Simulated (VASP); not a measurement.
Input of a VASP 6.6.1 run:

INCAR

```
SYSTEM = Re
ALGO     = Normal         ! electronic algorithm
EDIFF    = 1E-6           ! SCF threshold, eV
ENCUT    = 520            ! plane-wave cutoff, eV
GGA      = PS             ! functional
ISIF     = 2              ! what is computed and relaxed
ISMEAR   = 0              ! smearing method
LASPH    = .TRUE.         ! aspherical terms in the spheres
LCHARG   = .FALSE.        ! write CHGCAR
LREAL    = .FALSE.        ! projectors in reciprocal space
LWAVE    = .FALSE.        ! write WAVECAR
NBANDS   = 14             ! bands
NELM     = 100            ! most SCF steps
PREC     = Accurate       ! precision mode
SIGMA    = 0.15           ! smearing width, eV
```

The input KPOINTS:

```
k-points
0
G
  18 18 10
  0 0 0
```

Contents of POSCAR:

```
Re
1.0
    2.7274678575      0.0000000000      0.0000000000
   -1.3637339288      2.3620564526      0.0000000000
    0.0000000000      0.0000000000      4.4064109239
Re
2
Direct
    0.3333333333      0.6666666667      0.2031878430
    0.6666666667      0.3333333333      0.7968121570
```

Potentials or basis: VASP PAW PBE potentials, release 64 (Re).

Run with:

```console
$ cat potpaw_PBE.64/Re/POTCAR > POTCAR
$ mpirun -np 1 vasp_std > vasp.out
```

Task: Estimate the largest force.

Result: 7.578 eV/Å.

Task: Predict the pressure.

Result: 45.7 GPa.

Task: Estimate the band gap on the k mesh.

Result: Zero (band 7 reaches 10.10 eV, above the bottom of band 8 at 7.10 eV).

Forces on the atoms (eV/Å):
```
Re   0.000  0.000  7.578
Re   0.000  0.000 -7.578
```

Caveat: the PAW data sets were made with another functional, which shifts forces and pressure a little; spin-orbit coupling is left out, which moves the levels of the heavy elements.
